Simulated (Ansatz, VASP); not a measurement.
One calculation of Mn, two programs

```xyz
1
Lattice="-1.4098 1.4098 1.4098 1.4098 -1.4098 1.4098 1.4098 1.4098 -1.4098" Properties=species:S:1:pos:R:3 pbc="T T T"
Mn    0.0000    0.0000    0.0000
```

Change from the starting cell: volume scaled by 1.025.

Alike in both runs: task single point; functional PBE; k mesh 20 × 20 × 20; occupations fermi-dirac, width 0.03 eV; collinear spin.

|  | VASP | Ansatz |
| --- | --- | --- |
| version | VASP 6.6.1 | Ansatz 0.2.0 |
| potentials or method | VASP PAW PBE potentials, release 64 (Mn_pv), cutoff 520 eV | all-electron LAPW, scalar-relativistic |

```csv
,VASP,Ansatz,Ansatz less VASP
pressure (GPa),-5.6,-5.7,-0.08
net moment per atom (μB),0.92,0.91,-0.007
size of the moment on the site where the two differ most (μB),0.92,0.92,+0.003
```

Site moments also hang on the region over which each program counts them. Ansatz ran all-electron here, and VASP with PAW potentials.
